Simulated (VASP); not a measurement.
Input of a VASP 6.6.1 run:

The input INCAR:

```
SYSTEM = WS2
PREC = Accurate
ENCUT = 520
EDIFF = 1E-6
ISMEAR = -1
SIGMA = 0.05
LREAL = .False.
LASPH = .True.
NELM = 60
ALGO = Normal
ISIF = 2
LWAVE = .False.
LCHARG = .False.
GGA = PE
NBANDS = 20
```

File KPOINTS:

```
regular mesh
0
Gamma
  10 10 2
  0 0 0
```

Contents of POSCAR:

```
WS2
1.0
    3.2254095325      0.0000000000      0.0000000000
   -1.6127047662      2.7932865927      0.0000000000
    0.0000000000      0.0000000000     17.1736373894
W S
1 2
Direct
    0.0000000000      0.0000000000      0.0000000000
    0.3333333333      0.6666666667      0.0920005100
    0.3333333333      0.6666666667      0.9079994900
```

Potentials or basis: VASP PAW PBE potentials, release 64 (W_sv, S).

Launch:

```console
$ cat potpaw_PBE.64/W_sv/POTCAR potpaw_PBE.64/S/POTCAR > POTCAR
$ mpirun -np 1 vasp_std > vasp.out
```

Problem. What does it give for the band gap on the k mesh?

Solution. 1.89 eV (least direct gap 2.04 eV).

Problem. Predict the largest force.

Solution. 0.409 eV/Å.

Forces on the atoms (eV/Å):
```
W    0.000  0.000  0.000
S    0.000  0.000 -0.409
S    0.000  0.000  0.409
```

Caveat: spin-orbit coupling is left out, which moves the levels of the heavy elements.
